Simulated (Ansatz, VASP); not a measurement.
# Hf: VASP beside Ansatz

```
Hf
1.0
     3.39729    0.00000    0.00000
    -1.69864    2.94214    0.00000
     0.00000    0.00000    4.24679
Hf
2
Direct
  0.33333 0.66667 0.25000
  0.66667 0.33333 0.75000
```

Change from the starting cell: strain +e along x and -e along y +0.0000, strain +e along z and -e/2 along x and y -0.1500.

Alike in both runs: task single point; functional PBEsol; k mesh 18 × 18 × 10; occupations gaussian, width 0.15 eV; no spin polarisation.

|  | VASP | Ansatz |
| --- | --- | --- |
| version | VASP 6.6.1 | Ansatz 0.2.0 |
| potentials or method | VASP PAW PBE potentials, release 64 (Hf_pv), cutoff 520 eV | scalar-relativistic, plane waves, PAW |
| valence electrons in the cell | 20 | 52 |

```tsv
	VASP	Ansatz	Ansatz less VASP
gap on the k mesh at the Fermi level (eV)	none	none	-
pressure (GPa)	4.0	4.3	+0.36
traceless stress, the component that is largest in VASP (GPa)	14.17	14.18	+0.014
```

VASP's potentials were made for PBE, not for PBEsol. A gap of «none» marks a metal or a gap that the smearing closes. VASP's potentials hold 20 valence electrons a cell and Ansatz's 52, so a difference there can come from the potentials and not from the codes.

Neither program's run includes spin-orbit coupling.
